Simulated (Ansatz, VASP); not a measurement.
## Fe: VASP beside Ansatz

The input INCAR:

```
PREC = Accurate
ENCUT = 600
EDIFF = 1E-6
ISMEAR = -1
SIGMA = 0.05
LREAL = F
LASPH = T
NELM = 150
ALGO = Normal
ISIF = 3
LWAVE = F
LCHARG = F
ISPIN = 2
MAGMOM = 3
LORBIT = 11
LMAXMIX = 4
GGA = RP
IVDW = 12
IBRION = 2
NSW = 60
EDIFFG = -0.01
```

The input KPOINTS:

```
regular mesh
0
Gamma
  13 13 13
```

File POSCAR:

```
Fe
1.0
   -1.4430000000      1.4430000000      1.4430000000
    1.4430000000     -1.4430000000      1.4430000000
    1.4430000000      1.4430000000     -1.4430000000
Fe
1
Direct
    0.0000000000      0.0000000000      0.0000000000
```

input.yaml

```yaml
crystal:
  lattice:
    - [-1.443, 1.443, 1.443]
    - [1.443, -1.443, 1.443]
    - [1.443, 1.443, -1.443]
  atoms:
    - { symbol: Fe, position: [0.0, 0.0, 0.0], spin: 3.0 }
hamiltonian:
  xc: rpbe
  pseudopotentials: { kind: paw }
  dispersion: d3bj
magnetization:
  spin_polarized: true
kpoints:
  mp_grid: { grid: [13, 13, 13] }
scf:
  occupations: { method: fermi_dirac, width: 0.05 }
output:
  forces: true
  stress: true
relax:
  f_tol: 0.01
  max_steps: 40
  cell: { stress_tol: 0.05 }
```

Alike in both runs: task relaxation of cell and atoms; functional RPBE; dispersion D3(BJ); k mesh 13 × 13 × 13; occupations fermi-dirac, width 0.05 eV; collinear spin.

|  | VASP | Ansatz |
| --- | --- | --- |
| version | VASP 6.6.1 | Ansatz 0.2.0 |
| potentials or method | VASP PAW PBE potentials, release 64 (Fe) | Ansatz PAW |
| plane-wave cutoff (eV) | 600 | 420 |
| valence electrons in the cell | 8 | 16 |

VASP gave:

```
net moment per atom (μB)                                      : 2.02
size of the moment on the site where the two differ most (μB) : 2.00
relaxed volume (Å³/atom)                                      : 10.25
relaxed cell length with the largest relative difference (Å)  : 2.370
```

**Question.** Estimate Ansatz's values.

**Answer.** net moment per atom (μB): 2.01; size of the moment on the site where the two differ most (μB): 2.05; relaxed volume (Å³/atom): 10.28; relaxed cell length with the largest relative difference (Å): 2.373.

VASP's potentials were made for PBE, not for RPBE. Site moments also hang on the region over which each program counts them. VASP's potentials hold 8 valence electrons a cell and Ansatz's 16, so a difference there can come from the potentials and not from the codes.

Noted on Ansatz's run: the plane-wave basis is chosen anew once the cell has moved, so the energies of steps on either side of that aren't comparable.
